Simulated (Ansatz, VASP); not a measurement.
# One calculation of CuI, two programs

```
I Cu
1.0
     0.00000    2.86209    2.86209
     2.86209    0.00000    2.86209
     2.86209    2.86209    0.00000
I Cu
1 1
Direct
  0.50000 0.50000 0.50000
  0.00000 0.00000 0.00000
```

Alike in both runs: task single point; functional PBE; k mesh 8 × 8 × 8; occupations fermi-dirac, width 0.05 eV; no spin polarisation.

|  | VASP | Ansatz |
| --- | --- | --- |
| version | VASP 6.6.1 | Ansatz 0.2.0 |
| potentials or method | VASP PAW PBE potentials, release 64 (I, Cu) | Ansatz PAW |
| plane-wave cutoff (eV) | 520 | 420 |
| valence electrons in the cell | 18 | 36 |

```tsv
	VASP	Ansatz	Ansatz less VASP
gap on the k mesh at the Fermi level (eV)	none	none	-
pressure (GPa)	0.4	0.4	-0.03
```

A gap of «none» marks a metal or a gap that the smearing closes. VASP's potentials hold 18 valence electrons a cell and Ansatz's 36, so a difference there can come from the potentials and not from the codes.

Spin-orbit coupling is off throughout.
